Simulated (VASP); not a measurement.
# Al2Cu in VASP: vibrations by perturbation theory with PBEsol

Aim: the vibrations by perturbation theory of Al2Cu with PBEsol.

Program: VASP 6.6.1. These are calculated values, not measurements. Logs are shortened: lines on timing, memory, paths and dates and some standing lists are left out, and cuts for length are marked.

## Step 1: The cell of the first run

The typed cell holds 3 atoms: a = 4.049 Å, b = 4.049 Å, c = 4.049 Å, α = 120.00°, β = 120.00°, γ = 90.00°.

## Step 2: Vibrations by perturbation theory, PBEsol

INCAR reads:

```
SYSTEM = Al2Cu
  PREC = Accurate
  ENCUT = 520
  EDIFF = 1E-8
  ISMEAR = 0
  SIGMA = 0.15
  LREAL = .FALSE.
  LASPH = .TRUE.
  NELM = 80
  ALGO = Fast
  ISIF = 2
  LWAVE = .FALSE.
  LCHARG = .TRUE.
  GGA = PS
  IBRION = 8
  NSW = 1
```

KPOINTS reads:

```
regular mesh
0
G
  14 14 14
  0 0 0
```

POSCAR reads:

```
Al2Cu
1.0
   -2.0246107077      2.0246107077      2.8631594530
    2.0246107077     -2.0246107077      2.8631594530
    2.0246107077      2.0246107077     -2.8631594530
Al Cu
2 1
Direct
    0.7500000000      0.2500000000      0.5000000000
    0.2500000000      0.7500000000      0.5000000000
    0.5000000000      0.5000000000      0.0000000000
```

Potentials or basis: VASP PAW PBE potentials, release 64 (Al, Cu).

Command:

```bash
$ cat potpaw_PBE.64/Al/POTCAR potpaw_PBE.64/Cu/POTCAR > POTCAR
$ mpirun -np 1 vasp_std > vasp.out
```

OUTCAR:

```text
SYSTEM = Al2Cu
   PREC = Accurate
   ENCUT = 520
   EDIFF = 1E-8
   ISMEAR = 0
   LREAL = .FALSE.
   LASPH = .TRUE.
   NELM = 80
   ISIF = 2
   GGA = PS
   IBRION = 8
   NSW = 1

 ion  position               nearest neighbor table
   1  0.750  0.250  0.500-   3 2.48   3 2.48   3 2.48   3 2.48   2 2.86   2 2.86   2 2.86   2 2.86
                             2 2.86   2 2.86
   2  0.250  0.750  0.500-   3 2.48   3 2.48   3 2.48   3 2.48   1 2.86   1 2.86   1 2.86   1 2.86
                             1 2.86   1 2.86
   3  0.500  0.500  0.000-   2 2.48   1 2.48   1 2.48   2 2.48   1 2.48   2 2.48   2 2.48   1 2.48

  LATTYP: Found a body centered tetragonal cell.
 ALAT       =     4.0492214154
 C/A-ratio  =     1.4141777686

  Lattice vectors:

 A1 = (  -2.0246107077,   2.0246107077,   2.8631594530)
 A2 = (   2.0246107077,  -2.0246107077,   2.8631594530)
 A3 = (   2.0246107077,   2.0246107077,  -2.8631594530)

Analysis of symmetry for initial positions (statically):
=====================================================================
 Subroutine PRICEL returns:
 Original cell was already a primitive cell.

 Routine SETGRP: Setting up the symmetry group for a
 body centered tetragonal supercell.

 Subroutine GETGRP returns: Found 16 space group operations
 (whereof 16 operations were pure point group operations)
 out of a pool of 16 trial point group operations.

The static configuration has the point symmetry D_4h.

Analysis of symmetry for dynamics (positions and initial velocities):
=====================================================================
 Subroutine PRICEL returns:
 Original cell was already a primitive cell.

 Routine SETGRP: Setting up the symmetry group for a
 body centered tetragonal supercell.

 Subroutine GETGRP returns: Found 16 space group operations
 (whereof 16 operations were pure point group operations)
 out of a pool of 16 trial point group operations.

The dynamic configuration has the point symmetry D_4h.

 Subroutine INISYM returns: Found 16 space group operations
 (whereof 16 operations are pure point group operations),
 and found     1 'primitive' translations

----------------------------------------------------------------------------------------

                                     Primitive cell

  volume of cell :      46.9449

  direct lattice vectors                    reciprocal lattice vectors
    -2.024610708  2.024610708  2.863159453     0.000000000  0.246961057  0.174632258
     2.024610708 -2.024610708  2.863159453     0.246961057  0.000000000  0.174632258
     2.024610708  2.024610708 -2.863159453     0.246961057  0.246961057  0.000000000

  length of vectors
     4.049170173  4.049170173  4.049170173     0.302466840  0.302466840  0.349255676

  position of ions in fractional coordinates (direct lattice)
     0.750000000  0.250000000  0.500000000
     0.250000000  0.750000000  0.500000000
     0.500000000  0.500000000  0.000000000

  ion indices of the primitive-cell ions
   primitive index   ion index
                 1           1
                 2           2
                 3           3

----------------------------------------------------------------------------------------

 KPOINTS: regular mesh

Automatic generation of k-mesh.
 Grid dimensions read from file:
 generate k-points for:   14   14   14

 Generating k-lattice:

  Cartesian coordinates                     Fractional coordinates (reciprocal lattice)
     0.000000000  0.017640075  0.012473733     0.071428571  0.000000000 -0.000000000
     0.017640075  0.000000000  0.012473733     0.000000000  0.071428571 -0.000000000
     0.017640075  0.017640075  0.000000000     0.000000000  0.000000000  0.071428571

  Length of vectors
     0.021604774  0.021604774  0.024946834

  Shift w.r.t. Gamma in fractional coordinates (k-lattice)
     0.000000000  0.000000000  0.000000000

 Subroutine IBZKPT returns following result:
 ===========================================

 Found    244 irreducible k-points:

 Following reciprocal coordinates:
            Coordinates               Weight
  0.000000  0.000000  0.000000      1.000000
  0.071429  0.000000  0.000000      8.000000
  0.142857  0.000000 -0.000000      8.000000
  0.214286 -0.000000  0.000000      8.000000
  0.285714 -0.000000  0.000000      8.000000
  0.357143  0.000000 -0.000000      8.000000
[... 55 lines left out ...]
   IMIX   =      4    mixing-type and parameters
     AMIX     =   0.40;   BMIX     =  1.00
     AMIX_MAG =   1.60;   BMIX_MAG =  1.00
  volume/ion in A,a.u.               =      15.65       105.60
  Fermi-wavevector in a.u.,A,eV,Ry     =   1.166886  2.205094 18.525992  1.361622
  Thomas-Fermi vector in A             =   2.303393
   LORBIT       =      0    0 simple, 1 ext, 2 COOP (PROOUT), +10 PAW based schemes
   GGA     = PS    functional components
   LHFCALC =     F    Hartree Fock is set to
   AEXX    =    0.0000 exact exchange contribution
   IVDW    =     0    specifies the selected vdW correction
   LEPSILON=     F    determine dielectric tensor
   LRPA    =     F    only Hartree local field effects (RPA)
 non-spin polarized calculation
 RMM-DIIS sequential band-by-band and
 Gauss-broadening in eV      SIGMA  =   0.15
  energy-cutoff  :      520.00
  volume of cell :       46.94
 maximum number of plane-waves:      1295
   NGX = 15   NGY = 15   NGZ = 15

--------------------------------------- Ionic step        1  -------------------------------------------

 number of electron      17.0000003 magnetization

 Free energy of the ion-electron system (eV)
  ---------------------------------------------------
  ext. energy  EPLUGINS =         0.00000000
  ---------------------------------------------------
  free energy    TOTEN  =       -13.01790131 eV

  energy without entropy =      -13.00746515  energy(sigma->0) =      -13.01268323

 E-fermi :   7.1047     XC(G=0): -10.6350

 val. band max:        7.0893085866   @ k =  -0.2857   0.1429  -0.0000
 cond. band min:       7.1320364354   @ k =   0.1429   0.0000  -0.0000
 fundamental gap:      0.0427278488
 Fermi energy:         7.1047384889

 k-point     1 :       0.0000    0.0000    0.0000
  band No.  band energies     occupation
      1      -3.2027      2.00000
      2       2.4729      2.00000
      3       2.4730      2.00000
      4       2.4730      2.00000
      5       3.0423      2.00000
      6       3.0423      2.00000
      7      10.0044      0.00000
      8      10.0044      0.00000
      9      10.0046      0.00000
     10      10.0663      0.00000
     11      10.0666      0.00000
     12      10.0669      0.00000
[... 331 lines left out ...]
 k-point    24 :       0.2857    0.1429   -0.0000
  band No.  band energies     occupation
      1      -1.4969      2.00000
      2       1.8607      2.00000
      3       2.5513      2.00000
      4       2.6712      2.00000
      5       2.9833      2.00000
      6       3.1054      2.00000
      7       4.0081      2.00000
      8       5.9394      2.00000
      9       8.0549      0.00000
     10      10.1038      0.00000
     11      10.7405      0.00000
     12      11.9826      0.00000

 [... further k-points ...]

------------------------ aborting loop because EDIFF is reached ----------------------------------------

  FORCE on cell =-STRESS in cart. coord.  units (eV):
  Direction    XX          YY          ZZ          XY          YZ          ZX
  --------------------------------------------------------------------------------------
  -------------------------------------------------------------------------------------
  Total        0.0773551      0.0773551      0.0780809      0.0000000     -0.0000000      0.0000000
  in kB        2.6400427      2.6400427      2.6648135      0.0000000     -0.0000000      0.0000000
  external PRESSURE =       2.6482996 kB  Pullay stress =       0.0000000 kB

 VOLUME and BASIS-vectors are now :
 -----------------------------------------------------------------------------
  energy-cutoff  :      520.00
  volume of cell :       46.94
      direct lattice vectors                 reciprocal lattice vectors
    -2.024610708  2.024610708  2.863159453     0.000000000  0.246961057  0.174632258
     2.024610708 -2.024610708  2.863159453     0.246961057  0.000000000  0.174632258
     2.024610708  2.024610708 -2.863159453     0.246961057  0.246961057  0.000000000

 POSITION                                       TOTAL-FORCE (eV/Angst)
 -----------------------------------------------------------------------------------
      0.00000      2.02461      1.43158        -0.000000      0.000000      0.000000
      2.02461      0.00000      1.43158         0.000000     -0.000000     -0.000000
      0.00000      0.00000      2.86316         0.000000     -0.000000      0.000000
 -----------------------------------------------------------------------------------
    total drift:                                0.000000     -0.000000      0.000000

  FREE ENERGIE OF THE ION-ELECTRON SYSTEM (eV)
  ---------------------------------------------------
  free  energy   TOTEN  =       -13.0179013100 eV

  energy  without entropy=      -13.0074651496  energy(sigma->0) =      -13.01268323

[... ionic steps 2 to 9 ...]

--------------------------------------- Ionic step       10  -------------------------------------------

------------------------ aborting loop because EDIFF is reached ----------------------------------------

[... ionic steps 11 to 11 ...]

--------------------------------------- Ionic step       12  -------------------------------------------

 Free energy of the ion-electron system (eV)
  ---------------------------------------------------
  ---------------------------------------------------
  free energy    TOTEN  =        -0.24170532 eV

  energy without entropy =       -0.24170532

------------------------ aborting loop because EDIFF is reached ----------------------------------------

 INTERNAL STRAIN TENSOR  FOR ION    3  DIRECTION 3   (eV/Angst):
 -----------------------------------------------------------------------------
    -0.33949  0.00000  0.00000
     0.00000 -0.33949 -0.00000
     0.00000  0.00000 -0.32788

 INTERNAL STRAIN TENSOR FOR ION    3 for displacements in x,y,z  (eV/Angst):
          X           Y           Z          XY          YZ          ZX
  --------------------------------------------------------------------------------
  x     0.00000     0.00000     0.00000     0.00000     0.00000     0.00000
  y     0.00000     0.00000     0.00000     0.00000     0.00000     0.00000
  z     0.00000     0.00000     0.00000     0.00000     0.00000     0.00000

 SECOND DERIVATIVES (NOT SYMMETRIZED)
 ------------------------------------
               1X          1Y          1Z          2X          2Y          2Z          3X          3Y          3Z
  1X    -5.987177    0.000000    0.000000    2.199987    0.000000    0.000000    3.787190    0.000000    0.000000
  1Y     0.000000   -5.987177    0.000000    0.000000    2.199987    0.000000    0.000000    3.787190    0.000000
  1Z     0.000000   -0.000000   -6.002270    0.000000   -0.000000    2.208358    0.000000    0.000000    3.793912
  2X     2.199987    0.000000    0.000000   -5.987177    0.000000    0.000000    3.787190    0.000000    0.000000
  2Y     0.000000    2.199987    0.000000    0.000000   -5.987177    0.000000    0.000000    3.787190    0.000000
  2Z     0.000000   -0.000000    2.208358    0.000000   -0.000000   -6.002270    0.000000    0.000000    3.793912
  3X     2.491896    0.000000    0.000000    2.491896    0.000000    0.000000   -4.983792    0.000000    0.000000
  3Y     0.000000    2.491896    0.000000    0.000000    2.491896    0.000000    0.000000   -4.983792    0.000000
  3Z     0.000000   -0.000000    5.204088    0.000000   -0.000000    5.204088    0.000000   -0.000000  -10.408177

 Eigenvectors and eigenvalues of the dynamical matrix
 ----------------------------------------------------

   1 f  =    8.652114 THz    54.362834 2PiTHz  288.603450 cm-1    35.782251 meV
             X         Y         Z           dx          dy          dz
      0.000000  2.024611  1.431580    -0.000000   -0.000000   -0.480833
      2.024611  0.000000  1.431580    -0.000000   -0.000000   -0.480833
      0.000000  0.000000  2.863159     0.000000    0.000000    0.733212
[... 43 lines left out ...]
   9 f/i=    0.735576 THz     4.621763 2PiTHz   24.536187 cm-1     3.042098 meV
             X         Y         Z           dx          dy          dz
      0.000000  2.024611  1.431580    -0.408235   -0.118222   -0.000000
      2.024611  0.000000  1.431580    -0.408235   -0.118222   -0.000000
      0.000000  0.000000  2.863159    -0.767667   -0.222311   -0.000000

--------------------------------------------------------------------------------------------------------

 ELASTIC MODULI CONTR FROM IONIC RELAXATION (kBar)
 Direction    XX          YY          ZZ          XY          YZ          ZX
 --------------------------------------------------------------------------------
 XX        -202.6813    202.6813      0.0000      0.0000     -0.0000     -0.0000
 YY         202.6813   -202.6813      0.0000      0.0000      0.0000      0.0000
 ZZ           0.0000      0.0000      0.0000      0.0000      0.0000      0.0000
 XY           0.0000      0.0000      0.0000      0.0000      0.0000      0.0000
 YZ          -0.0000      0.0000      0.0000      0.0000   -202.1921      0.0000
 ZX          -0.0000      0.0000      0.0000      0.0000      0.0000   -200.0135
 --------------------------------------------------------------------------------
```

Wall time 9 min (1 thread of Intel Xeon 6975P-C (Granite Rapids), shared host); peak memory 0.95 GiB.

What came out:

```
Highest phonon frequency at Γ : 289 cm⁻¹
Most unstable mode            : 25i cm⁻¹
```

Phonon frequencies in cm⁻¹ (negative: imaginary):
```tsv
q point	frequencies
(0.000, 0.000, 0.000)	-25 -25 -23 245 245 287 287 288 289
```

Caveat: some modes are imaginary; the PAW data sets were made with another functional, which shifts forces and pressure a little.
